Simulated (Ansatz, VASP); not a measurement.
# ReOs: VASP beside Ansatz

```
Re Os
1.0
     2.75733    0.00000    0.00000
    -1.37867    2.38792    0.00000
     0.00000    0.00000    4.38243
Re Os
1 1
Direct
  0.56667 0.28333 0.42500
  0.10000 0.05000 0.07500
```

Change from the starting cell: shortest bond scaled by 0.7, PAW files.

Alike in both runs: task electric field gradients; functional LDA; k mesh 12 × 12 × 7; occupations fermi-dirac, width 0.05 eV; no spin polarisation.

|  | VASP | Ansatz |
| --- | --- | --- |
| version | VASP 6.6.1 | Ansatz 0.2.0 |
| potentials or method | VASP PAW LDA potentials, release 64 (Re, Os) | PAW with Ansatz's default frozen-core files, scalar-relativistic |
| plane-wave cutoff (eV) | 520 | 420 |
| valence electrons in the cell | 15 | 31 |

|  | VASP | Ansatz | Ansatz less VASP |
| --- | --- | --- | --- |
| pressure (GPa) | 107.8 | 120.9 | +13.08 |
| traceless stress, the component that is largest in VASP (GPa) | 60.51 | 81.51 | +20.996 |
| rms of the force components (eV/Å) | 12.615 | 15.299 | +2.6845 |
| size of Vzz on the site where it differs most (V/Å²) | 265.5 | 338.3 | +72.79 |

LDA's correlation is that of Perdew and Zunger in VASP and of Perdew and Wang (1992) in Ansatz. Atom by atom the forces differ by 2.741 eV/Å (rms over components). The pressures are high and differ by over a tenth, so treat them with care. VASP's potentials hold 15 valence electrons a cell and Ansatz's 31, so a difference there can come from the potentials and not from the codes.

Neither program's run includes spin-orbit coupling. Noted on VASP's run: the cell as given lies far from equilibrium.
